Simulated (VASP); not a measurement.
SiGe3:

```
Si Ge
1.0
     1.98389    1.14540    6.46719
    -1.98389    1.14540    6.46719
     0.00000   -2.29080    6.46719
Si Ge
1 3
Direct
  0.00009 0.00009 0.00009
  0.50005 0.50005 0.50005
  0.37341 0.37341 0.37341
  0.87646 0.87646 0.87646
```

Base run:

- Program: VASP 6.6.1
- Functional: r2SCAN
- Potentials or basis: VASP PAW PBE potentials, release 64 (Si, Ge_d)
- Cutoff: 520 eV
- k mesh: 8 × 8 × 8
- Occupations: gaussian, width 0.01 eV
- Spin: no spin polarisation

Its results: band gap on the k mesh 0.64 eV (least direct gap 0.67 eV); pressure 0.1 GPa; largest force 0.013 eV/Å.

Problem. The run is repeated on the same cell with these changes: functional from r2SCAN to PBE; occupations from gaussian, width 0.01 eV to fermi-dirac, width 0.02 eV. What comes out?

Solution. Band gap on the k mesh 0.39 eV (least direct gap 0.39 eV); pressure 2.6 GPa; largest force 0.065 eV/Å.

Caveats: the PAW data sets were made with another functional, which shifts forces and pressure a little (at least some runs).

A k mesh can miss the band edges.
